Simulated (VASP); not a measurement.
# Cd2O (antifluorite type) (Fm-3m) in VASP: single point with PBE

Aim: the single point of Cd2O (antifluorite type) with PBE.

Everything below comes from runs of VASP 6.6.1. Logs are shortened: lines on timing, memory, paths and dates and some standing lists are left out, and cuts for length are marked.

## 1. The cell of the first run

The structure is cubic, space group Fm-3m (No. 225). The conventional cell has a = 5.885 Å, b = 5.885 Å, c = 5.885 Å, α = 90.00°, β = 90.00°, γ = 90.00°. Cd (site symmetry -43m) has 4 O at 2.55 Å and 6 Cd at 2.94 Å within 3.4 Å. Within 3.4 Å of O (site symmetry m-3m) lie 8 Cd at 2.55 Å.

## 2. Single point, PBE

File INCAR:

```
ALGO = Normal
EDIFF = 1E-7
ENCUT = 520
GGA = PE
ISIF = 2
ISMEAR = -1
LASPH = T
LCHARG = F
LREAL = F
LWAVE = F
NBANDS = 22
NELM = 60
PREC = Accurate
SIGMA = 0.06122561905347299
```

File KPOINTS:

```
k-points
0
Gamma
  32 32 32
```

File POSCAR:

```
Cd2O
1.0
    0.0000000000      2.9426099771      2.9426099771
    2.9426099771      0.0000000000      2.9426099771
    2.9426099771      2.9426099771      0.0000000000
Cd O
2 1
Direct
    0.2500000000      0.2500000000      0.2500000000
    0.7500000000      0.7500000000      0.7500000000
    0.0000000000      0.0000000000      0.0000000000
```

Potentials or basis: VASP PAW PBE potentials, release 64 (Cd, O).

Run with:

```bash
$ cat potpaw_PBE.64/Cd/POTCAR potpaw_PBE.64/O/POTCAR > POTCAR
$ mpirun -np 1 vasp_std > vasp.out
```

OUTCAR:

```text
EDIFF = 1E-7
   ENCUT = 520
   GGA = PE
   ISIF = 2
   ISMEAR = -1
   LASPH = T
   LREAL = F
   NELM = 60
   PREC = Accurate

 ion  position               nearest neighbor table
   1  0.250  0.250  0.250-   3 2.55   3 2.55   3 2.55   3 2.55   2 2.94   2 2.94   2 2.94   2 2.94
                             2 2.94   2 2.94
   2  0.750  0.750  0.750-   3 2.55   3 2.55   3 2.55   3 2.55   1 2.94   1 2.94   1 2.94   1 2.94
                             1 2.94   1 2.94
   3  0.000  0.000  0.000-   2 2.55   2 2.55   2 2.55   1 2.55   2 2.55   1 2.55   1 2.55   1 2.55

  LATTYP: Found a face centered cubic cell.
 ALAT       =     5.8852199542

  Lattice vectors:

 A1 = (   0.0000000000,   2.9426099771,   2.9426099771)
 A2 = (   2.9426099771,   0.0000000000,   2.9426099771)
 A3 = (   2.9426099771,   2.9426099771,   0.0000000000)

Analysis of symmetry for initial positions (statically):
=====================================================================
 Subroutine PRICEL returns:
 Original cell was already a primitive cell.

 Routine SETGRP: Setting up the symmetry group for a
 face centered cubic supercell.

 Subroutine GETGRP returns: Found 48 space group operations
 (whereof 48 operations were pure point group operations)
 out of a pool of 48 trial point group operations.

The static configuration has the point symmetry O_h .

Analysis of symmetry for dynamics (positions and initial velocities):
=====================================================================
 Subroutine PRICEL returns:
 Original cell was already a primitive cell.

 Routine SETGRP: Setting up the symmetry group for a
 face centered cubic supercell.

 Subroutine GETGRP returns: Found 48 space group operations
 (whereof 48 operations were pure point group operations)
 out of a pool of 48 trial point group operations.

The dynamic configuration has the point symmetry O_h .

 Subroutine INISYM returns: Found 48 space group operations
 (whereof 48 operations are pure point group operations),
 and found     1 'primitive' translations

----------------------------------------------------------------------------------------

                                     Primitive cell

  volume of cell :      50.9598

  direct lattice vectors                    reciprocal lattice vectors
     0.000000000  2.942609977  2.942609977    -0.169917184  0.169917184  0.169917184
     2.942609977  0.000000000  2.942609977     0.169917184 -0.169917184  0.169917184
     2.942609977  2.942609977  0.000000000     0.169917184  0.169917184 -0.169917184

  length of vectors
     4.161478938  4.161478938  4.161478938     0.294305195  0.294305195  0.294305195

  position of ions in fractional coordinates (direct lattice)
     0.250000000  0.250000000  0.250000000
     0.750000000  0.750000000  0.750000000
     0.000000000  0.000000000  0.000000000

  ion indices of the primitive-cell ions
   primitive index   ion index
                 1           1
                 2           2
                 3           3

----------------------------------------------------------------------------------------

 KPOINTS: k-points

Automatic generation of k-mesh.
 Grid dimensions read from file:
 generate k-points for:   32   32   32

 Generating k-lattice:

  Cartesian coordinates                     Fractional coordinates (reciprocal lattice)
    -0.005309912  0.005309912  0.005309912     0.031250000  0.000000000  0.000000000
     0.005309912 -0.005309912  0.005309912     0.000000000  0.031250000  0.000000000
     0.005309912  0.005309912 -0.005309912     0.000000000  0.000000000  0.031250000

  Length of vectors
     0.009197037  0.009197037  0.009197037

  Shift w.r.t. Gamma in fractional coordinates (k-lattice)
     0.000000000  0.000000000  0.000000000

 Subroutine IBZKPT returns following result:
 ===========================================

 Found    897 irreducible k-points:

 Following reciprocal coordinates:
            Coordinates               Weight
  0.000000  0.000000  0.000000      1.000000
  0.031250  0.000000  0.000000      8.000000
  0.062500  0.000000  0.000000      8.000000
  0.093750  0.000000  0.000000      8.000000
  0.125000  0.000000  0.000000      8.000000
  0.156250  0.000000  0.000000      8.000000
[... 16 lines left out ...]
  0.187500  0.031250  0.000000     24.000000
  0.218750  0.031250  0.000000     24.000000
 [... further k-points ...]
   k-points           NKPTS =    897   k-points in BZ     NKDIM =    897   number of bands    NBANDS=     22
   number of dos      NEDOS =    301   number of ions     NIONS =      3
   total plane-waves  NPLWV =  32768
   dimension x,y,z NGX =    32 NGY =   32 NGZ =   32
   dimension x,y,z NGXF=    64 NGYF=   64 NGZF=   64
   ions per type =               2   1
   NGX,Y,Z   is equivalent  to a cutoff of  12.78, 12.78, 12.78 a.u.
   NGXF,Y,Z  is equivalent  to a cutoff of  25.57, 25.57, 25.57 a.u.
 SYSTEM =  unknown system
   PREC   = accura    normal or accurate (medium, high low for compatibility)
   ISTART =      0    job   : 0-new  1-cont  2-samecut
   ICHARG =      2    charge: 1-file 2-atom 10-const
   ISPIN  =      1    spin polarized calculation?
   LNONCOLLINEAR =      F non collinear calculations
   LSORBIT =      F    spin-orbit coupling
   LASPH  =      T    aspherical Exc in radial PAW
   ENCUT  =  520.0 eV  38.22 Ry    6.18 a.u.   7.74  7.74  7.74*2*pi/ulx,y,z
   NELM   =     60;   NELMIN=  2; NELMDL= -5     # of ELM steps
   EDIFF  = 0.1E-06   stopping-criterion for ELM
   LREAL  =      F    real-space projection
   EDIFFG = 0.1E-05   stopping-criterion for IOM
   NSW    =      0    number of steps for IOM
   IBRION =     -1    ionic relax: 0-MD 1-quasi-New 2-CG
   NFREE  =      0    steps in history (QN), initial steepest desc. (CG)
   ISIF   =      2    stress and relaxation
   ISYM   =      2    0-nonsym 1-usesym 2-fastsym
   POTIM  = 0.5000    time-step for ionic-motion
   TEBEG  =    0.0;   TEEND  =   0.0 temperature during run
   PSTRESS=    0.0 pullay stress
   NELECT =      30.0000    total number of electrons
   NUPDOWN=      -1.0000    fix difference up-down
   EMIN   =  10.00;   EMAX   =-10.00  energy-range for DOS
   EFERMI =   0.00;   METHOD = LEGACY
   ISMEAR =    -1;   SIGMA  =   0.06  broadening in eV -4-tet -1-fermi 0-gaus
   EFERMI_NEDOS =   21; number of points for ismear=-14 and -15
   IALGO  =     38    algorithm
   IMIX   =      4    mixing-type and parameters
     AMIX     =   0.40;   BMIX     =  1.00
     AMIX_MAG =   1.60;   BMIX_MAG =  1.00
  volume/ion in A,a.u.               =      16.99       114.63
  Fermi-wavevector in a.u.,A,eV,Ry     =   1.372058  2.592814 25.613564  1.882544
  Thomas-Fermi vector in A             =   2.497699
   LORBIT       =      0    0 simple, 1 ext, 2 COOP (PROOUT), +10 PAW based schemes
   GGA     = PE    functional components
   LHFCALC =     F    Hartree Fock is set to
   AEXX    =    0.0000 exact exchange contribution
   IVDW    =     0    specifies the selected vdW correction
   LEPSILON=     F    determine dielectric tensor
   LRPA    =     F    only Hartree local field effects (RPA)
 non-spin polarized calculation
  energy-cutoff  :      520.00
  volume of cell :       50.96
 maximum number of plane-waves:      1390
   NGX = 15   NGY = 15   NGZ = 15

 number of electron      30.0000010 magnetization

 Free energy of the ion-electron system (eV)
  ---------------------------------------------------
  ext. energy  EPLUGINS =         0.00000000
  ---------------------------------------------------
  free energy    TOTEN  =        -7.20520296 eV

  energy without entropy =       -7.19874498  energy(sigma->0) =       -7.20197397

 E-fermi :   3.6440     XC(G=0): -11.0365

 val. band max:        3.6369386623   @ k =  -0.2812   0.4375   0.1562
 cond. band min:       3.6745267629   @ k =  -0.3125   0.4375   0.2187
 fundamental gap:      0.0375881006
 Fermi energy:         3.6439739907

 k-point     1 :       0.0000    0.0000    0.0000
  band No.  band energies     occupation
      1     -15.4061      2.00000
      2      -6.8353      2.00000
      3      -6.8353      2.00000
      4      -6.7133      2.00000
      5      -6.7133      2.00000
      6      -6.7133      2.00000
[... 14 lines left out ...]
     21      12.5842      0.00000
     22      12.5842      0.00000

 k-point     2 :       0.0312    0.0000    0.0000
  band No.  band energies     occupation
      1     -15.4050      2.00000
      2      -6.8324      2.00000
      3      -6.8324      2.00000
      4      -6.7092      2.00000
      5      -6.7090      2.00000
      6      -6.7090      2.00000
[... 14 lines left out ...]
     21      12.5507      0.00000
     22      12.5507      0.00000

 k-point     3 :       0.0625    0.0000    0.0000
  band No.  band energies     occupation
      1     -15.4013      2.00000
      2      -6.8239      2.00000
      3      -6.8239      2.00000
      4      -6.6967      2.00000
      5      -6.6962      2.00000
      6      -6.6962      2.00000
[... 14 lines left out ...]
     21      12.4569      0.00000
     22      12.4569      0.00000

 k-point     4 :       0.0938    0.0000    0.0000
  band No.  band energies     occupation
      1     -15.3953      2.00000
      2      -6.8095      2.00000
      3      -6.8095      2.00000
      4      -6.6755      2.00000
      5      -6.6753      2.00000
      6      -6.6753      2.00000
[... 14 lines left out ...]
     21      12.3186      0.00000
     22      12.3186      0.00000

 k-point     5 :       0.1250    0.0000    0.0000
  band No.  band energies     occupation
      1     -15.3872      2.00000
      2      -6.7890      2.00000
      3      -6.7890      2.00000
      4      -6.6468      2.00000
      5      -6.6468      2.00000
      6      -6.6453      2.00000
[... 417 lines left out ...]
 k-point    22 :       0.1562    0.0312    0.0000
  band No.  band energies     occupation
      1     -15.3798      2.00000
      2      -6.7814      2.00000
      3      -6.7614      2.00000
      4      -6.6299      2.00000
      5      -6.6132      2.00000
      6      -6.6105      2.00000
[... 14 lines left out ...]
     21      12.3611      0.00000
     22      12.7223      0.00000

 k-point    23 :       0.1875    0.0312    0.0000
  band No.  band energies     occupation
      1     -15.3691      2.00000
      2      -6.7526      2.00000
      3      -6.7295      2.00000
      4      -6.5896      2.00000
      5      -6.5725      2.00000
      6      -6.5651      2.00000
[... 14 lines left out ...]
     21      12.2180      0.00000
     22      13.0905      0.00000

 k-point    24 :       0.2188    0.0312    0.0000
  band No.  band energies     occupation
      1     -15.3574      2.00000
      2      -6.7174      2.00000
      3      -6.6914      2.00000
      4      -6.5433      2.00000
      5      -6.5263      2.00000
      6      -6.5102      2.00000
[... 14 lines left out ...]
     21      12.0760      0.00000
     22      13.4987      0.00000

 [... further k-points ...]

------------------------ aborting loop because EDIFF is reached ----------------------------------------

  FORCE on cell =-STRESS in cart. coord.  units (eV):
  Direction    XX          YY          ZZ          XY          YZ          ZX
  --------------------------------------------------------------------------------------
  -------------------------------------------------------------------------------------
  Total        1.2613794      1.2613794      1.2613794      0.0000000     -0.0000000      0.0000000
  in kB       39.6577623     39.6577623     39.6577623      0.0000000     -0.0000000      0.0000000
  external PRESSURE =      39.6577623 kB  Pullay stress =       0.0000000 kB

 VOLUME and BASIS-vectors are now :
 -----------------------------------------------------------------------------
  energy-cutoff  :      520.00
  volume of cell :       50.96
      direct lattice vectors                 reciprocal lattice vectors
     0.000000000  2.942609977  2.942609977    -0.169917184  0.169917184  0.169917184
     2.942609977  0.000000000  2.942609977     0.169917184 -0.169917184  0.169917184
     2.942609977  2.942609977  0.000000000     0.169917184  0.169917184 -0.169917184

 POSITION                                       TOTAL-FORCE (eV/Angst)
 -----------------------------------------------------------------------------------
      1.47130      1.47130      1.47130        -0.000000     -0.000000     -0.000000
      4.41391      4.41391      4.41391         0.000000      0.000000      0.000000
      0.00000      0.00000      0.00000        -0.000000      0.000000      0.000000
 -----------------------------------------------------------------------------------
    total drift:                               -0.000000     -0.000000      0.000000

  FREE ENERGIE OF THE ION-ELECTRON SYSTEM (eV)
  ---------------------------------------------------
  free  energy   TOTEN  =        -7.2052029626 eV

  energy  without entropy=       -7.1987449773  energy(sigma->0) =       -7.20197397
```

Run time: 17 min. Hardware: 1 thread of Oxide Virtual Turin-like, shared host; peak memory 0.85 GiB.

Results:

```
Free energy            : -7.2052 eV
Pressure               : 4.0 GPa
Band gap on the k mesh : zero (bands 15 and 16 overlap by 0.60 eV)
```

Levels at points of the mesh, in eV from the Fermi level:
| k point | band 12 | band 13 | band 14 | band 15 | band 16 | band 17 | band 18 | band 19 |
| --- | --- | --- | --- | --- | --- | --- | --- | --- |
| (0.00, 0.00, 0.00) | -6.49 | -3.55 | -3.55 | -3.55 | 3.52 | 3.52 | 3.52 | 6.78 |
| (0.50, 0.00, 0.00) | -7.17 | -3.91 | -3.91 | -3.19 | 0.05 | 4.58 | 4.58 | 6.23 |
| (0.50, 0.50, 0.00) | -5.97 | -4.94 | -4.94 | -1.26 | 0.65 | 0.96 | 3.61 | 3.61 |

Caveat: the cell stands under pressure; semilocal functionals underestimate gaps, so a narrow gap can read as zero.
